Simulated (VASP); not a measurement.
Input of a VASP 6.6.1 run:

Contents of INCAR:

```
SYSTEM = TlCl
  PREC = Accurate
  ENCUT = 500
  EDIFF = 1E-6
  ISMEAR = 0
  SIGMA = 0.05
  LREAL = .FALSE.
  LASPH = .TRUE.
  NELM = 120
  ALGO = Normal
  ISIF = 2
  LWAVE = .FALSE.
  LCHARG = .TRUE.
  GGA = CA
  LELF = .TRUE.
  LVHAR = .TRUE.
  NBANDS = 17
  GGA_COMPAT = .FALSE.
```

Contents of KPOINTS:

```
regular mesh
0
G
  6 6 6
  0 0 0
```

The input POSCAR:

```
TlCl
1.0
    3.6741535161      0.0000000000      0.0000000000
    0.0000000000      3.6741535161      0.0000000000
    0.0000000000      0.0000000000      3.6741535161
Tl Cl
1 1
Direct
    0.0000000000      0.0000000000      0.0000000000
    0.5000000000      0.5000000000      0.5000000000
```

Potentials or basis: VASP PAW LDA potentials, release 64 (Tl_d, Cl).

The run is started by

```console
$ cat potpaw_LDA.64/Tl_d/POTCAR potpaw_LDA.64/Cl/POTCAR > POTCAR
$ mpirun -np 1 vasp_std > vasp.out
```

Question: What does it give for the band gap on the k mesh?

Answer: 1.50 eV.

Question: What does it give for the pressure?

Answer: 0.7 GPa.

Caveat: spin-orbit coupling is left out, which moves the levels of the heavy elements. A k mesh can miss the band edges.
